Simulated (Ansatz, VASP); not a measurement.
**HfSiO4: VASP beside Ansatz**

File POSCAR:

```
HfSiO4
1.0
   -3.3237313842      3.3237313842      2.9680697251
    3.3237313842     -3.3237313842      2.9680697251
    3.3237313842      3.3237313842     -2.9680697251
Hf Si O
2 2 8
Direct
    0.0000000000      0.0000000000      0.0000000000
    0.7500000000      0.2500000000      0.5000000000
    0.2500000000      0.7500000000      0.5000000000
    0.5000000000      0.5000000000      0.0000000000
    0.1354516500      0.3192367067      0.8162149433
    0.0692367067      0.7530217634      0.6837850567
    0.0692367067      0.3854516500      0.3162149433
    0.5030217634      0.3192367067      0.1837850567
    0.6807632933      0.4969782366      0.8162149433
    0.6145483500      0.9307632933      0.6837850567
    0.2469782366      0.9307632933      0.3162149433
    0.6807632933      0.8645483500      0.1837850567
```

The input INCAR.step1:

```
SYSTEM = HfSiO4
PREC     = Accurate       ! precision mode
ENCUT    = 520            ! plane-wave cutoff, eV
ISMEAR   = 0              ! smearing method
SIGMA    = 0.01           ! smearing width, eV
LREAL    = .FALSE.        ! projectors in reciprocal space
LASPH    = .TRUE.         ! aspherical terms in the spheres
NELM     = 60             ! most SCF steps
NBANDS   = 50             ! bands
GGA      = PE             ! functional
ALGO     = Normal         ! electronic algorithm
EDIFF    = 1E-4           ! SCF threshold, eV
LWAVE    = .TRUE.         ! write WAVECAR
LCHARG   = .FALSE.        ! write CHGCAR
```

INCAR.step2

```
SYSTEM = HfSiO4
PREC     = Accurate       ! precision mode
ENCUT    = 520            ! plane-wave cutoff, eV
EDIFF    = 1E-6           ! SCF threshold, eV
ISMEAR   = 0              ! smearing method
SIGMA    = 0.01           ! smearing width, eV
LREAL    = .FALSE.        ! projectors in reciprocal space
LASPH    = .TRUE.         ! aspherical terms in the spheres
NELM     = 60             ! most SCF steps
ALGO     = Normal         ! electronic algorithm
ISIF     = 2              ! what is computed and relaxed
LWAVE    = .FALSE.        ! write WAVECAR
LCHARG   = .TRUE.         ! write CHGCAR
METAGGA  = R2SCAN         ! meta-GGA
LMIXTAU  = .TRUE.       
LELF     = .TRUE.         ! ELF
LVHAR    = .TRUE.       
NBANDS   = 50             ! bands
ISTART   = 1
```

The input KPOINTS:

```
Automatic mesh
0
G
  6 6 6
  0 0 0
```

Input for Ansatz:

```yaml
crystal:
  lattice:
    - [-3.3237313842, 3.3237313842, 2.9680697251]
    - [3.3237313842, -3.3237313842, 2.9680697251]
    - [3.3237313842, 3.3237313842, -2.9680697251]
  atoms:
    - { symbol: Hf, position: [0.0, 0.0, 0.0] }
    - { symbol: Hf, position: [0.75, 0.25, 0.5] }
    - { symbol: Si, position: [0.25, 0.75, 0.5] }
    - { symbol: Si, position: [0.5, 0.5, 0.0] }
    - { symbol: O, position: [0.13545165, 0.3192367067, 0.8162149433] }
    - { symbol: O, position: [0.0692367067, 0.7530217634, 0.6837850567] }
    - { symbol: O, position: [0.0692367067, 0.38545165, 0.3162149433] }
    - { symbol: O, position: [0.5030217634, 0.3192367067, 0.1837850567] }
    - { symbol: O, position: [0.6807632933, 0.4969782366, 0.8162149433] }
    - { symbol: O, position: [0.61454835, 0.9307632933, 0.6837850567] }
    - { symbol: O, position: [0.2469782366, 0.9307632933, 0.3162149433] }
    - { symbol: O, position: [0.6807632933, 0.86454835, 0.1837850567] }
kpoints:
  mp_grid: { grid: [6, 6, 6] }
  band_path:
    path:
      - [0.0, 0.0, 0.0]
      - [0.0, 0.0, 0.5]
      - [-0.5, 0.5, 0.5]
      - [0.4557990254, 0.4557990254, -0.4557990254]
      - [-0.4557990254, 0.5442009746, 0.4557990254]
      - [0.25, 0.25, 0.25]
      - [0.0, 0.5, 0.0]
      - [0.1666666667, 0.1666666667, 0.1666666667]
      - [0.083333, 0.083333, -0.083333]
      - [0.1875, 0.333333, 0.239583]
    npoints: 1
hamiltonian:
  xc: r2scan
scf:
  occupations: { method: fixed }
  n_extra_bands: 7
output:
  forces: true
  stress: true
  eigenvalues: true
```

Change from the starting cell: epitaxial_xy strain +1.0%.

Alike in both runs: task single point; functional r2SCAN; k mesh 6 × 6 × 6; no spin polarisation.

|  | VASP | Ansatz |
| --- | --- | --- |
| version | VASP 6.6.1 | Ansatz 0.2.0 |
| potentials or method | VASP PAW PBE potentials, release 64 (Hf_pv, Si, O) | plane waves, PAW |
| plane-wave cutoff (eV) | 520 | 500 |
| occupations | gaussian, width 0.01 eV | fixed |
| valence electrons in the cell | 76 | 108 |

|  | VASP | Ansatz | Ansatz less VASP |
| --- | --- | --- | --- |
| gap on the k mesh at the Fermi level (eV) | 5.87 | 5.93 | +0.056 |
| pressure (GPa) | -4.4 | -2.6 | +1.73 |
| traceless stress, the component that is largest in VASP (GPa) | 3.00 | 2.64 | -0.363 |
| rms of the force components (eV/Å) | 0.099 | 0.000 | -0.0986 |

VASP's potentials were made for PBE, not for r2SCAN. Atom by atom the forces differ by 0.099 eV/Å (rms over components). VASP's potentials hold 76 valence electrons a cell and Ansatz's 108, so a difference there can come from the potentials and not from the codes.

Neither program's run includes spin-orbit coupling.
